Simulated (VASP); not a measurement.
Wanted: the native input for a VASP 6.6.1 run.

```yaml
Task: single point
Functional: PBEsol
Potentials_or_basis: VASP PAW PBE potentials, release 64 (K_sv, Cl)
Cutoff: 520 eV
k_mesh: 6 × 6 × 6
Occupations: gaussian, width 0.05 eV
Spin: no spin polarisation
Dipole_correction: no
Further_INCAR_settings: ALGO = Normal; EDIFF = 1e-06; NBANDS = 15
```

The structure of KCl lies in POSCAR:

```
KCl
1.0
    3.8391960000      0.0000000000      0.0000000000
    0.0000000000      3.8391960000      0.0000000000
    0.0000000000      0.0000000000      3.8391960000
K Cl
1 1
Direct
    0.0000000000      0.0000000000      0.0000000000
    0.4631638092      0.4631638092      0.5000000000
```

This cell differs from its parent crystal: atom 2 (Cl) moved by (-0.200, +0.000) A along [1 1 0] and z.

One way to write it, as run:

INCAR

```
PREC = Accurate ; ENCUT = 520
EDIFF = 1E-6 ; ISMEAR = 0
SIGMA = 0.05 ; LREAL = False
LASPH = True ; NELM = 80
ALGO = Normal ; ISIF = 2
LWAVE = False ; LCHARG = False
GGA = PS ; NBANDS = 15
```

KPOINTS

```
regular mesh
0
Gamma
  6 6 6
```

Potentials or basis: VASP PAW PBE potentials, release 64 (K_sv, Cl).

Launch:

```bash
$ cat potpaw_PBE.64/K_sv/POTCAR potpaw_PBE.64/Cl/POTCAR > POTCAR
$ mpirun -np 1 vasp_std > vasp.out
```

It gave:

- Pressure: -1.2 GPa
- Largest force: 0.113 eV/Å
- Band gap on the k mesh: 4.64 eV (least direct gap 4.84 eV)

Caveat: the cell differs from its parent crystal (atom 2 (Cl) moved by (-0.200, +0.000) A along [1 1 0] and z); the PAW data sets were made with another functional, which shifts forces and pressure a little.

Run time: 17 s on 1 thread of Intel(R) Xeon(R) 6975P-C (Granite Rapids) (shared host), peak memory 0.19 GiB.
